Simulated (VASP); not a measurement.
# AlN (F-43m) in VASP: further runs, part 2 of 2

VASP 6.6.1.

**3. Relaxation of cell and atoms, r2SCAN, target pressure 2 GPa, at which the enthalpy is minimised**

Contents of POSCAR:

```
AlN
1.0
    0.0000000000      2.1848999340      2.1848999340
    2.1848999340      0.0000000000      2.1848999340
    2.1848999340      2.1848999340      0.0000000000
Al N
1 1
Direct
    0.0000000000      0.0000000000      0.0000000000
    0.2500000000      0.2500000000      0.2500000000
```

Contents of INCAR.step1:

```
ALGO = Normal
EDIFF = 1E-4
ENCUT = 600
GGA = PE
ISMEAR = 0
LASPH = T
LCHARG = F
LREAL = F
LWAVE = T
NELM = 60
PREC = Accurate
SIGMA = 0.01
```

Contents of INCAR.step2:

```
ALGO = Normal
EDIFF = 1E-6
EDIFFG = -0.002
ENCUT = 600
IBRION = 2
ISIF = 3
ISMEAR = 0
ISTART = 1
LASPH = T
LCHARG = F
LMIXTAU = T
LREAL = F
LWAVE = F
METAGGA = R2SCAN
NELM = 60
NSW = 100
PREC = Accurate
PSTRESS = 20.0
SIGMA = 0.01
```

Contents of KPOINTS:

```
k-points
0
Gamma
  8 8 8
```

Potentials or basis: VASP PAW PBE potentials, release 64 (Al, N).

Launch:

```sh
$ cat potpaw_PBE.64/Al/POTCAR potpaw_PBE.64/N/POTCAR > POTCAR
$ cp INCAR.step1 INCAR
$ mpirun -np 1 vasp_std > vasp.out
$ cp INCAR.step2 INCAR
$ mpirun -np 1 vasp_std > vasp.out
```

OUTCAR:

```text
EDIFF = 1E-6
   EDIFFG = -0.002
   ENCUT = 600
   IBRION = 2
   ISIF = 3
   ISMEAR = 0
   ISTART = 1
   LASPH = T
   LREAL = F
   METAGGA = R2SCAN
   NELM = 60
   NSW = 100
   PREC = Accurate
   PSTRESS = 20.0

 ion  position               nearest neighbor table
   1  0.000  0.000  0.000-   2 1.89   2 1.89   2 1.89   2 1.89
   2  0.250  0.250  0.250-   1 1.89   1 1.89   1 1.89   1 1.89

  LATTYP: Found a face centered cubic cell.
 ALAT       =     4.3697998680

  Lattice vectors:

 A1 = (   0.0000000000,   2.1848999340,   2.1848999340)
 A2 = (   2.1848999340,   0.0000000000,   2.1848999340)
 A3 = (   2.1848999340,   2.1848999340,   0.0000000000)

Analysis of symmetry for initial positions (statically):
=====================================================================
 Subroutine PRICEL returns:
 Original cell was already a primitive cell.

 Routine SETGRP: Setting up the symmetry group for a
 face centered cubic supercell.

 Subroutine GETGRP returns: Found 24 space group operations
 (whereof 24 operations were pure point group operations)
[... 169 lines left out ...]

  FORCE on cell =-STRESS in cart. coord.  units (eV):
  Direction    XX          YY          ZZ          XY          YZ          ZX
  --------------------------------------------------------------------------------------
  -------------------------------------------------------------------------------------
  Total       -0.0442827     -0.0442827     -0.0442827      0.0000000      0.0000000      0.0000000
  in kB       -3.4011016     -3.4011016     -3.4011016      0.0000000      0.0000000      0.0000000
  external PRESSURE =     -23.4011016 kB  Pullay stress =      20.0000000 kB
[... 101 lines left out ...]
--------------------------------------- Ionic step        4  -------------------------------------------

 number of electron       7.9999999 magnetization

 Free energy of the ion-electron system (eV)
  ---------------------------------------------------
  ext. energy  EPLUGINS =         0.00000000
  ---------------------------------------------------
  free energy    TOTEN  =       -19.17839822 eV

  energy without entropy =      -19.17839822  energy(sigma->0) =      -19.17839822

 E-fermi :   5.8504     XC(G=0): -11.4616

 val. band max:        5.7830772713   @ k =   0.0000   0.0000   0.0000
 cond. band min:       9.7251610745   @ k =   0.5000   0.5000   0.0000
 fundamental gap:      3.9420838033
 Fermi energy:         5.8504269209

 k-point     1 :       0.0000    0.0000    0.0000
  band No.  band energies     occupation
      1     -10.0151      2.00000
      2       5.7831      2.00000
      3       5.7831      2.00000
      4       5.7831      2.00000
      5      10.7654      0.00000
      6      19.4037      0.00000
      7      19.4037      0.00000
      8      19.4037      0.00000
[... 243 lines left out ...]
 k-point    24 :      -0.3750    0.2500    0.1250
  band No.  band energies     occupation
      1      -7.6530      2.00000
      2       0.5792      2.00000
      3       3.5333      2.00000
      4       4.6543      2.00000
      5      13.6589      0.00000
      6      15.9953      0.00000
      7      19.0643      0.00000
      8      19.5101      0.00000

 [... further k-points ...]
[... 5 lines left out ...]
  --------------------------------------------------------------------------------------
  -------------------------------------------------------------------------------------
  Total        0.2574383      0.2574383      0.2574383      0.0000000      0.0000000      0.0000000
  in kB       19.9880931     19.9880931     19.9880931      0.0000000      0.0000000      0.0000000
  external PRESSURE =      -0.0119069 kB  Pullay stress =      20.0000000 kB
[... 21 lines left out ...]
  energy  without entropy=      -19.1783982177  energy(sigma->0) =      -19.17839822

  enthalpy is  TOTEN    =       -18.9208065457 eV   P V=        0.2575916719

 reached required accuracy - stopping structural energy minimisation
```

Run time: 2.7 min. Hardware: 1 thread of AMD EPYC 7R43 (Zen 3), shared host; peak memory 0.12 GiB.

What came out:

| Quantity | Value |
| --- | --- |
| Free energy | -19.1784 eV |
| Relaxed volume | 10.32 Å³/atom |
| Relaxed cell | a = 3.079 Å, b = 3.079 Å, c = 3.079 Å, α = 60.00°, β = 60.00°, γ = 60.00° |
| Space group after relaxing (to 0.05 Å) | F-43m (No. 216) |
| Energy change on relaxing (the enthalpy is what falls) | +0.6 meV/atom |
| Ionic steps | 4 |
| Pressure after relaxing | 2.0 GPa |
| Band gap on the k mesh | 3.94 eV, indirect (least direct gap 4.98 eV) |

Step by step:
| step | energy change (eV) | largest force (eV/Å) | pressure (GPa) | volume (Å³) |
| --- | --- | --- | --- | --- |
| 1 | 0.0000 | 0.0000 | -0.34 | 20.86 |
| 2 | 0.0060 | 0.0000 | 4.53 | 20.40 |
| 3 | 0.0011 | 0.0000 | 1.92 | 20.64 |
| 4 | 0.0012 | 0.0000 | 2.00 | 20.64 |

Final structure:
```
Al N
1.0
     0.00000    2.17701    2.17701
     2.17701    0.00000    2.17701
     2.17701    2.17701    0.00000
Al N
1 1
Direct
  0.00000 0.00000 0.00000
  0.25000 0.25000 0.25000
```

Caveat: the cell is relaxed towards a set pressure, so the enthalpy falls and the energy may rise; the PAW data sets were made with another functional, which shifts forces and pressure a little. r2SCAN opens gaps a little over a GGA but as a rule still falls short of measured ones.

**4. Relaxation of cell and atoms, r2SCAN, target pressure 4 GPa, at which the enthalpy is minimised**

POSCAR is that of step 3.

Contents of INCAR.step1:

```
  PREC = Accurate
  ENCUT = 600
  ISMEAR = 0
  SIGMA = 0.01
  LREAL = False
  LASPH = True
  NELM = 80
  GGA = PE
  ALGO = Normal
  EDIFF = 1E-4
  LWAVE = True
  LCHARG = False
```

Contents of INCAR.step2:

```
  PREC = Accurate
  ENCUT = 600
  EDIFF = 1E-7
  ISMEAR = 0
  SIGMA = 0.01
  LREAL = False
  LASPH = True
  NELM = 80
  ALGO = Normal
  ISIF = 3
  LWAVE = False
  LCHARG = False
  METAGGA = R2SCAN
  LMIXTAU = True
  IBRION = 2
  NSW = 100
  EDIFFG = -0.002
  PSTRESS = 40.0
  ISTART = 1
```

Contents of KPOINTS:

```
Automatic mesh
0
Gamma
  8 8 8
```

Potentials or basis: VASP PAW PBE potentials, release 64 (Al, N).

Launch:

```sh
$ cat potpaw_PBE.64/Al/POTCAR potpaw_PBE.64/N/POTCAR > POTCAR
$ cp INCAR.step1 INCAR
$ mpirun -np 1 vasp_std > vasp.out
$ cp INCAR.step2 INCAR
$ mpirun -np 1 vasp_std > vasp.out
```

OUTCAR:

```text
PREC = Accurate
   ENCUT = 600
   EDIFF = 1E-7
   ISMEAR = 0
   LREAL = False
   LASPH = True
   NELM = 80
   ISIF = 3
   METAGGA = R2SCAN
   IBRION = 2
   NSW = 100
   EDIFFG = -0.002
   PSTRESS = 40.0
   ISTART = 1

 ion  position               nearest neighbor table
   1  0.000  0.000  0.000-   2 1.89   2 1.89   2 1.89   2 1.89
   2  0.250  0.250  0.250-   1 1.89   1 1.89   1 1.89   1 1.89

  LATTYP: Found a face centered cubic cell.
 ALAT       =     4.3697998680

  Lattice vectors:

 A1 = (   0.0000000000,   2.1848999340,   2.1848999340)
 A2 = (   2.1848999340,   0.0000000000,   2.1848999340)
 A3 = (   2.1848999340,   2.1848999340,   0.0000000000)

Analysis of symmetry for initial positions (statically):
=====================================================================
 Subroutine PRICEL returns:
 Original cell was already a primitive cell.

 Routine SETGRP: Setting up the symmetry group for a
 face centered cubic supercell.

 Subroutine GETGRP returns: Found 24 space group operations
 (whereof 24 operations were pure point group operations)
 out of a pool of 48 trial point group operations.

The static configuration has the point symmetry T_d .

Analysis of symmetry for dynamics (positions and initial velocities):
=====================================================================
 Subroutine PRICEL returns:
 Original cell was already a primitive cell.

 Routine SETGRP: Setting up the symmetry group for a
 face centered cubic supercell.

 Subroutine GETGRP returns: Found 24 space group operations
 (whereof 24 operations were pure point group operations)
 out of a pool of 48 trial point group operations.

The dynamic configuration has the point symmetry T_d .

 Subroutine INISYM returns: Found 24 space group operations
 (whereof 24 operations are pure point group operations),
 and found     1 'primitive' translations

----------------------------------------------------------------------------------------

                                     Primitive cell

  volume of cell :      20.8605

  direct lattice vectors                    reciprocal lattice vectors
     0.000000000  2.184899934  2.184899934    -0.228843432  0.228843432  0.228843432
     2.184899934  0.000000000  2.184899934     0.228843432 -0.228843432  0.228843432
     2.184899934  2.184899934  0.000000000     0.228843432  0.228843432 -0.228843432

  length of vectors
     3.089915119  3.089915119  3.089915119     0.396368452  0.396368452  0.396368452

  position of ions in fractional coordinates (direct lattice)
     0.000000000  0.000000000  0.000000000
     0.250000000  0.250000000  0.250000000

  ion indices of the primitive-cell ions
   primitive index   ion index
                 1           1
                 2           2

----------------------------------------------------------------------------------------

 KPOINTS: Automatic mesh

Automatic generation of k-mesh.
 Grid dimensions read from file:
[... 24 lines left out ...]
  0.250000  0.000000  0.000000      8.000000
  0.375000  0.000000  0.000000      8.000000
  0.500000  0.000000  0.000000      4.000000
  0.125000  0.125000  0.000000      6.000000
[... 16 lines left out ...]
  0.500000  0.250000  0.125000     48.000000
 -0.375000  0.250000  0.125000     24.000000
 [... further k-points ...]
   k-points           NKPTS =     29   k-points in BZ     NKDIM =     29   number of bands    NBANDS=      8
   number of dos      NEDOS =    301   number of ions     NIONS =      2
   total plane-waves  NPLWV =  21952
   dimension x,y,z NGX =    28 NGY =   28 NGZ =   28
   dimension x,y,z NGXF=    56 NGYF=   56 NGZF=   56
   ions per type =               1   1
   NGX,Y,Z   is equivalent  to a cutoff of  15.06, 15.06, 15.06 a.u.
   NGXF,Y,Z  is equivalent  to a cutoff of  30.13, 30.13, 30.13 a.u.
 SYSTEM =  unknown system
   PREC   = accura    normal or accurate (medium, high low for compatibility)
   ISTART =      1    job   : 0-new  1-cont  2-samecut
   ICHARG =      0    charge: 1-file 2-atom 10-const
   ISPIN  =      1    spin polarized calculation?
   LNONCOLLINEAR =      F non collinear calculations
   LSORBIT =      F    spin-orbit coupling
   LASPH  =      T    aspherical Exc in radial PAW
   ENCUT  =  600.0 eV  44.10 Ry    6.64 a.u.   6.17  6.17  6.17*2*pi/ulx,y,z
   NELM   =     80;   NELMIN=  2; NELMDL=  0     # of ELM steps
   EDIFF  = 0.1E-06   stopping-criterion for ELM
   LREAL  =      F    real-space projection
   EDIFFG = -.2E-02   stopping-criterion for IOM
   NSW    =    100    number of steps for IOM
   IBRION =      2    ionic relax: 0-MD 1-quasi-New 2-CG
   NFREE  =      1    steps in history (QN), initial steepest desc. (CG)
   ISIF   =      3    stress and relaxation
   ISYM   =      2    0-nonsym 1-usesym 2-fastsym
   POTIM  = 0.5000    time-step for ionic-motion
   TEBEG  =    0.0;   TEEND  =   0.0 temperature during run
   PSTRESS=   40.0 pullay stress
   NELECT =       8.0000    total number of electrons
   NUPDOWN=      -1.0000    fix difference up-down
   EMIN   =  10.00;   EMAX   =-10.00  energy-range for DOS
   EFERMI =   0.00;   METHOD = LEGACY
   ISMEAR =     0;   SIGMA  =   0.01  broadening in eV -4-tet -1-fermi 0-gaus
   EFERMI_NEDOS =   21; number of points for ismear=-14 and -15
   IALGO  =     38    algorithm
   IMIX   =      4    mixing-type and parameters
     AMIX     =   0.40;   BMIX     =  1.00
     AMIX_MAG =   1.60;   BMIX_MAG =  1.00
  volume/ion in A,a.u.               =      10.43        70.39
  Fermi-wavevector in a.u.,A,eV,Ry     =   1.189406  2.247650 19.247964  1.414685
  Thomas-Fermi vector in A             =   2.325514
   LORBIT       =      0    0 simple, 1 ext, 2 COOP (PROOUT), +10 PAW based schemes
   METAGGA = R2SCAN    functional components
   LHFCALC =     F    Hartree Fock is set to
   AEXX    =    0.0000 exact exchange contribution
   IVDW    =     0    specifies the selected vdW correction
   LEPSILON=     F    determine dielectric tensor
   LRPA    =     F    only Hartree local field effects (RPA)
 conjugate gradient relaxation of ions
 non-spin polarized calculation
 Gauss-broadening in eV      SIGMA  =   0.01
  energy-cutoff  :      600.00
  volume of cell :       20.86
 maximum number of plane-waves:       725
 NGX is ok and might be reduce to    28
   NGX = 13   NGY = 13   NGZ = 13

--------------------------------------- Ionic step        1  -------------------------------------------

 number of electron       7.9999999 magnetization

 Free energy of the ion-electron system (eV)
  ---------------------------------------------------
  ext. energy  EPLUGINS =         0.00000000
  ---------------------------------------------------
  free energy    TOTEN  =       -19.17961480 eV

  energy without entropy =      -19.17961480  energy(sigma->0) =      -19.17961480

------------------------ aborting loop because EDIFF is reached ----------------------------------------

  FORCE on cell =-STRESS in cart. coord.  units (eV):
  Direction    XX          YY          ZZ          XY          YZ          ZX
  --------------------------------------------------------------------------------------
  -------------------------------------------------------------------------------------
  Total       -0.0439946     -0.0439946     -0.0439946      0.0000000      0.0000000      0.0000000
  in kB       -3.3789758     -3.3789758     -3.3789758      0.0000000      0.0000000      0.0000000
  external PRESSURE =     -43.3789758 kB  Pullay stress =      40.0000000 kB
[... 101 lines left out ...]
--------------------------------------- Ionic step        4  -------------------------------------------

 number of electron       8.0000000 magnetization

 Free energy of the ion-electron system (eV)
  ---------------------------------------------------
  ext. energy  EPLUGINS =         0.00000000
  ---------------------------------------------------
  free energy    TOTEN  =       -19.17490892 eV

  energy without entropy =      -19.17490892  energy(sigma->0) =      -19.17490892

 E-fermi :   5.9640     XC(G=0): -11.5024

 val. band max:        5.8673068865   @ k =   0.0000   0.0000   0.0000
 cond. band min:       9.8163109717   @ k =   0.5000   0.5000   0.0000
 fundamental gap:      3.9490040852
 Fermi energy:         5.9640283724

 k-point     1 :       0.0000    0.0000    0.0000
  band No.  band energies     occupation
      1      -9.9834      2.00000
      2       5.8673      2.00000
      3       5.8673      2.00000
      4       5.8673      2.00000
      5      10.9341      0.00000
      6      19.5809      0.00000
      7      19.5809      0.00000
      8      19.5809      0.00000
[... 243 lines left out ...]
 k-point    24 :      -0.3750    0.2500    0.1250
  band No.  band energies     occupation
      1      -7.5905      2.00000
      2       0.6308      2.00000
      3       3.6067      2.00000
      4       4.7331      2.00000
      5      13.7750      0.00000
      6      16.1633      0.00000
      7      19.2343      0.00000
      8      19.6868      0.00000

 [... further k-points ...]
[... 5 lines left out ...]
  --------------------------------------------------------------------------------------
  -------------------------------------------------------------------------------------
  Total        0.5103626      0.5103626      0.5103626     -0.0000000      0.0000000     -0.0000000
  in kB       39.9814923     39.9814923     39.9814923     -0.0000000      0.0000000     -0.0000000
  external PRESSURE =      -0.0185077 kB  Pullay stress =      40.0000000 kB
[... 21 lines left out ...]
  energy  without entropy=      -19.1749089215  energy(sigma->0) =      -19.17490892

  enthalpy is  TOTEN    =       -18.6643100878 eV   P V=        0.5105988337

 reached required accuracy - stopping structural energy minimisation
```

Run time: 3.4 min. Hardware: 1 thread of AMD EPYC 7R43 (Zen 3), shared host; peak memory 0.13 GiB.

What came out:

```yaml
Free_energy: -19.1749 eV
Relaxed_volume: 10.23 Å³/atom
Relaxed_cell: a = 3.070 Å, b = 3.070 Å, c = 3.070 Å, α = 60.00°, β = 60.00°, γ = 60.00°
Space_group_after_relaxing_to_0.05_Å: F-43m (No. 216)
Energy_change_on_relaxing_the_enthalpy_is_what_falls: +2.4 meV/atom
Ionic_steps: 4
Pressure_after_relaxing: 4.0 GPa
Band_gap_on_the_k_mesh: 3.95 eV, indirect (least direct gap 5.07 eV)
```

Step by step:
```
step  energy change (eV)  largest force (eV/Å)  pressure (GPa)  volume (Å³)
   1              0.0000                0.0000           -0.34        20.86
   2              0.0224                0.0000            9.06        20.02
   3              0.0045                0.0000            3.90        20.46
   4              0.0047                0.0000            4.00        20.45
```

Final structure:
```yaml
crystal:
  lattice:
    - [0.00000, 2.17054, 2.17054]
    - [2.17054, 0.00000, 2.17054]
    - [2.17054, 2.17054, 0.00000]
  atoms:
    - { symbol: Al, position: [0.00000, 0.00000, 0.00000] }
    - { symbol: N, position: [0.25000, 0.25000, 0.25000] }
```

Caveat: the cell is relaxed towards a set pressure, so the enthalpy falls and the energy may rise; the PAW data sets were made with another functional, which shifts forces and pressure a little.

**5. Summary**

| cell | gap on the mesh (eV) | pressure (GPa) |
| --- | --- | --- |
| relaxed to 1 GPa | 3.94 | 1.0 |
| relaxed to 2 GPa | 3.94 | 2.0 |
| relaxed to 4 GPa | 3.95 | 4.0 |

Alike in all rows: task relaxation of cell and atoms; level r2SCAN; potentials or basis VASP PAW PBE potentials, release 64 (Al, N); no spin polarisation; k mesh 8 × 8 × 8; cutoff (eV) 600; smearing gaussian 0.01 eV.

Caveats: the cell is relaxed towards a set pressure, so the enthalpy falls and the energy may rise; the PAW data sets were made with another functional, which shifts forces and pressure a little.

Total energies depend on the potentials used, so only differences within one code and one set of settings carry meaning.
